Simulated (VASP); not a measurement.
# Be4Se3 (P6mm) in VASP: relaxation of cell and atoms with PBE

Aim: the relaxation of cell and atoms of Be4Se3 with PBE.

Everything below comes from runs of VASP 6.6.1. Logs are shortened: lines on timing, memory, paths and dates and some standing lists are left out, and cuts for length are marked.

### 1 The cell of the first run

Symmetry: P6mm, No. 183, hexagonal system. The conventional cell has a = 4.727 Å, b = 4.727 Å, c = 5.948 Å, α = 90.00°, β = 90.00°, γ = 120.00°. Be (site symmetry 2mm) has 6 Be at 2.36 to 2.76 Å and 1 Se at 2.43 Å within 3.1 Å. Within 3.4 Å of Be (site symmetry 6mm) lie 6 Se at 2.56 Å and 6 Be at 2.76 Å. Se (site symmetry 2mm) has 4 Se at 2.36 Å and 3 Be at 2.43 to 2.56 Å within 3.1 Å.

### 2 Relaxation of cell and atoms, PBE

INCAR reads:

```
PREC = Accurate ; ENCUT = 600
EDIFF = 1E-7 ; ISMEAR = 0
SIGMA = 0.2 ; LREAL = F
LASPH = T ; NELM = 60
ALGO = Normal ; ISIF = 3
LWAVE = F ; LCHARG = F
GGA = PE ; IBRION = 2
NSW = 36 ; EDIFFG = -0.08
```

KPOINTS reads:

```
Automatic mesh
0
Gamma
  4 4 3
```

POSCAR reads:

```
Be4Se3
1.0
    4.7270707600      0.0000000000      0.0000000000
   -2.3635353800      4.0937633600      0.0000000000
    0.0000000000      0.0000000000      5.9481515000
Be Se
4 3
Direct
    0.5000000000      0.0000000000      0.9802195200
    0.0000000000      0.5000000000      0.9802195200
    0.5000000000      0.5000000000      0.9802195200
    0.0000000000      0.0000000000      0.2207500600
    0.5000000000      0.0000000000      0.3879970400
    0.0000000000      0.5000000000      0.3879970400
    0.5000000000      0.5000000000      0.3879970400
```

Potentials or basis: VASP PAW PBE potentials, release 64 (Be, Se).

The run is started by

```bash
cat potpaw_PBE.64/Be/POTCAR potpaw_PBE.64/Se/POTCAR > POTCAR
mpirun -np 1 vasp_std > vasp.out
```

OUTCAR:

```text
PREC = Accurate
   ENCUT = 600
   EDIFF = 1E-7
   ISMEAR = 0
   LREAL = F
   LASPH = T
   NELM = 60
   ISIF = 3
   GGA = PE
   IBRION = 2
   NSW = 36
   EDIFFG = -0.08

 ion  position               nearest neighbor table
   1  0.500  0.000  0.980-   2 2.36   3 2.36   3 2.36   2 2.36   5 2.43
   2  0.000  0.500  0.980-   1 2.36   1 2.36   3 2.36   3 2.36   6 2.43
   3  0.500  0.500  0.980-   1 2.36   1 2.36   2 2.36   2 2.36   7 2.43
   4  0.000  0.000  0.221-   6 2.56   7 2.56   6 2.56   7 2.56   5 2.56   5 2.56
   5  0.500  0.000  0.388-   6 2.36   7 2.36   7 2.36   6 2.36   1 2.43   4 2.56   4 2.56
   6  0.000  0.500  0.388-   5 2.36   5 2.36   7 2.36   7 2.36   2 2.43   4 2.56   4 2.56
   7  0.500  0.500  0.388-   5 2.36   5 2.36   6 2.36   6 2.36   3 2.43   4 2.56   4 2.56

  LATTYP: Found a hexagonal cell.
 ALAT       =     4.7270707600
 C/A-ratio  =     1.2583165774

  Lattice vectors:

 A1 = (   4.7270707600,   0.0000000000,   0.0000000000)
 A2 = (  -2.3635353800,   4.0937633600,   0.0000000000)
 A3 = (   0.0000000000,   0.0000000000,   5.9481515000)

Analysis of symmetry for initial positions (statically):
=====================================================================
 Subroutine PRICEL returns:
 Original cell was already a primitive cell.

 Routine SETGRP: Setting up the symmetry group for a
 hexagonal supercell.

 Subroutine GETGRP returns: Found 12 space group operations
 (whereof 12 operations were pure point group operations)
 out of a pool of 24 trial point group operations.

The static configuration has the point symmetry C_6v.

Analysis of symmetry for dynamics (positions and initial velocities):
=====================================================================
 Subroutine PRICEL returns:
 Original cell was already a primitive cell.

 Routine SETGRP: Setting up the symmetry group for a
 hexagonal supercell.

 Subroutine GETGRP returns: Found 12 space group operations
 (whereof 12 operations were pure point group operations)
 out of a pool of 24 trial point group operations.

The dynamic configuration has the point symmetry C_6v.

 Subroutine INISYM returns: Found 12 space group operations
 (whereof 12 operations are pure point group operations),
 and found     1 'primitive' translations

----------------------------------------------------------------------------------------

                                     Primitive cell

  volume of cell :     115.1057

  direct lattice vectors                    reciprocal lattice vectors
     4.727070760  0.000000000  0.000000000     0.211547500  0.122137006  0.000000000
[... 99 lines left out ...]
     AMIX_MAG =   1.60;   BMIX_MAG =  1.00
  volume/ion in A,a.u.               =      16.44       110.97
  Fermi-wavevector in a.u.,A,eV,Ry     =   0.997012  1.884079 13.524635  0.994033
  Thomas-Fermi vector in A             =   2.129139
   LORBIT       =      0    0 simple, 1 ext, 2 COOP (PROOUT), +10 PAW based schemes
   GGA     = PE    functional components
   LHFCALC =     F    Hartree Fock is set to
   AEXX    =    0.0000 exact exchange contribution
   IVDW    =     0    specifies the selected vdW correction
   LEPSILON=     F    determine dielectric tensor
   LRPA    =     F    only Hartree local field effects (RPA)
 conjugate gradient relaxation of ions
 non-spin polarized calculation
 Gauss-broadening in eV      SIGMA  =   0.20
  energy-cutoff  :      600.00
  volume of cell :      115.11
 maximum number of plane-waves:      3863
 NGX is ok and might be reduce to    40
   NGX = 19   NGY = 19   NGZ = 23

--------------------------------------- Ionic step        1  -------------------------------------------

 number of electron      25.9999998 magnetization

 Free energy of the ion-electron system (eV)
  ---------------------------------------------------
  ext. energy  EPLUGINS =         0.00000000
  ---------------------------------------------------
  free energy    TOTEN  =       -18.03389933 eV

  energy without entropy =      -17.98264608  energy(sigma->0) =      -18.00827271

------------------------ aborting loop because EDIFF is reached ----------------------------------------

  FORCE on cell =-STRESS in cart. coord.  units (eV):
  Direction    XX          YY          ZZ          XY          YZ          ZX
  --------------------------------------------------------------------------------------
  -------------------------------------------------------------------------------------
  Total       18.8887958     18.8887958     -0.3950133     -0.0000000     -0.0000000      0.0000000
  in kB      262.9165925    262.9165920     -5.4982615     -0.0000000     -0.0000000      0.0000000
  external PRESSURE =     173.4449743 kB  Pullay stress =       0.0000000 kB
[... 104 lines left out ...]
  FREE ENERGIE OF THE ION-ELECTRON SYSTEM (eV)
  ---------------------------------------------------
  free  energy   TOTEN  =       -19.4775362003 eV

  energy  without entropy=      -19.4110795032  energy(sigma->0) =      -19.44430785

 E-fermi :   4.4505     XC(G=0):  -9.6449

 val. band max:        4.3895937445   @ k =   0.2500   0.0000   0.3333
 cond. band min:       4.9243582133   @ k =   0.2500   0.2500   0.3333
 fundamental gap:      0.5347644688
 Fermi energy:         4.4505499948

 k-point     1 :       0.0000    0.0000    0.0000
  band No.  band energies     occupation
      1     -12.6135      2.00000
      2      -7.4899      2.00000
      3      -7.4899      2.00000
      4      -4.5525      2.00000
      5      -2.2740      2.00000
      6      -1.3669      2.00000
[... 137 lines left out ...]
      4      -2.1929      2.00000
      5      -1.4758      2.00000
      6      -0.8565      2.00000
[... 9 lines left out ...]
     16       6.7980      0.00000
     17       6.9833      0.00000

[... ionic steps 4 to 24 ...]

--------------------------------------- Ionic step       25  -------------------------------------------

 number of electron      26.0000002 magnetization

------------------------ aborting loop because EDIFF is reached ----------------------------------------
[... 77 lines left out ...]
--------------------------------------- Ionic step       27  -------------------------------------------

 number of electron      26.0000001 magnetization

 Free energy of the ion-electron system (eV)
  ---------------------------------------------------
  ext. energy  EPLUGINS =         0.00000000
  ---------------------------------------------------
  free energy    TOTEN  =       -21.55406004 eV

  energy without entropy =      -21.49136473  energy(sigma->0) =      -21.52271239

 E-fermi :   3.8097     XC(G=0):  -9.4340

 val. band max:        3.7706886604   @ k =   0.2500   0.0000   0.3333
 cond. band min:       3.8315907043   @ k =   0.2500   0.0000   0.3333
 fundamental gap:      0.0609020439
 Fermi energy:         3.8096835672

 k-point     1 :       0.0000    0.0000    0.0000
  band No.  band energies     occupation
      1     -12.6619      2.00000
      2      -7.6107      2.00000
      3      -7.6107      2.00000
      4      -4.6228      2.00000
      5      -2.3003      2.00000
      6      -1.4260      2.00000
[... 183 lines left out ...]
  FREE ENERGIE OF THE ION-ELECTRON SYSTEM (eV)
  ---------------------------------------------------
  free  energy   TOTEN  =       -21.5540600442 eV

  energy  without entropy=      -21.4913647343  energy(sigma->0) =      -21.52271239

 reached required accuracy - stopping structural energy minimisation
```

CONTCAR:

```text
Be4Se3
   1.00000000000000
     5.0949064472391390    0.0000000000000000    0.0000000000000000
    -2.5474532236195695    4.4123184087976313   -0.0000000000000000
     0.0000000000000000   -0.0000000000000000    5.3131559112341966
  Be              Se
     4     3
Direct
     0.5000000000000000    0.0000000000000000    0.9987440613471885
     0.0000000000000000    0.5000000000000000    0.9987440613471885
     0.5000000000000000    0.5000000000000000    0.9987440613471885
     0.0000000000000000    0.0000000000000000    0.9656964784802958
     0.5000000000000000    0.0000000000000000    0.4544903591593800
     0.0000000000000000    0.5000000000000000    0.4544903591593800
     0.5000000000000000    0.5000000000000000    0.4544903591593800

  0.00000000E+00  0.00000000E+00  0.00000000E+00
  0.00000000E+00  0.00000000E+00  0.00000000E+00
  0.00000000E+00  0.00000000E+00  0.00000000E+00
  0.00000000E+00  0.00000000E+00  0.00000000E+00
  0.00000000E+00  0.00000000E+00  0.00000000E+00
  0.00000000E+00  0.00000000E+00  0.00000000E+00
  0.00000000E+00  0.00000000E+00  0.00000000E+00
```

Wall time 3.7 min (1 thread of Intel Xeon 6975P-C (Granite Rapids), shared host); peak memory 0.27 GiB.

What came out:

```
Free energy                            : -21.5541 eV
Relaxed volume                         : 17.06 Å³/atom
Relaxed cell                           : a = 5.095 Å, b = 5.095 Å, c = 5.313 Å, α = 90.00°, β = 90.00°, γ = 120.00°
Space group after relaxing (to 0.05 Å) : P6mm (No. 183)
Energy gained by relaxing              : 502.9 meV/atom
Ionic steps                            : 27
Pressure after relaxing                : 0.1 GPa
Largest force after relaxing           : 0.056 eV/Å
Band gap on the k mesh                 : zero (band 13 reaches 3.83 eV, above the bottom of band 14 at 3.29 eV)
```

Forces in eV/Å, atoms in the order of the input:
```
Be   0.000  0.000 -0.051
Be   0.000  0.000 -0.051
Be   0.000  0.000 -0.051
Be   0.000  0.000 -0.014
Se   0.000  0.000  0.056
Se   0.000  0.000  0.056
Se   0.000  0.000  0.056
```

Step by step:
```tsv
step	energy change (eV)	largest force (eV/Å)	pressure (GPa)	volume (Å³)
1	0.0000	1.7218	17.34	115.11
2	-1.2247	1.0842	-4.80	146.62
3	-1.4436	1.2760	-0.86	135.30
4	-1.5429	1.3682	-0.67	134.03
5	-1.8537	1.6768	0.11	130.24
6	-2.4246	1.6680	2.21	122.74
7	-2.2944	2.4024	11.03	108.06
8	-2.5765	1.5968	5.39	116.26
9	-2.5622	1.9175	7.81	112.36
10	-2.5785	1.9051	7.83	112.26
11	-2.6235	1.8680	7.86	111.96
12	-2.6968	1.7936	7.95	111.34
13	-2.7719	1.6454	8.16	110.12
14	-2.8618	1.5008	7.51	110.72
15	-3.0884	1.1201	5.72	112.50
16	-3.3768	0.5580	2.75	116.09
17	-3.4941	0.1402	-1.32	123.37
18	-3.5073	0.1611	-0.64	121.82
19	-3.5080	0.1677	-0.42	121.36
20	-3.5078	0.1645	-0.53	121.59
21	-3.5088	0.1595	-0.42	121.41
22	-3.5109	0.1448	-0.10	120.87
23	-3.5103	0.1155	0.57	119.79
24	-3.5114	0.1331	0.16	120.44
25	-3.5127	0.1214	0.16	120.34
26	-3.5161	0.0861	0.15	120.04
27	-3.5202	0.0556	0.13	119.44
```

Final structure:
```
Be Se
1.0
     5.09491    0.00000    0.00000
    -2.54745    4.41232    0.00000
     0.00000    0.00000    5.31316
Be Se
4 3
Direct
  0.50000 0.00000 0.99874
  0.00000 0.50000 0.99874
  0.50000 0.50000 0.99874
  0.00000 0.00000 0.96570
  0.50000 0.00000 0.45449
  0.00000 0.50000 0.45449
  0.50000 0.50000 0.45449
```

Caveat: the k points lie up to 0.39 Å⁻¹ apart in the final cell; the relaxation stopped at a loose force limit of 0.08 eV/Å, so its end isn't a converged minimum.
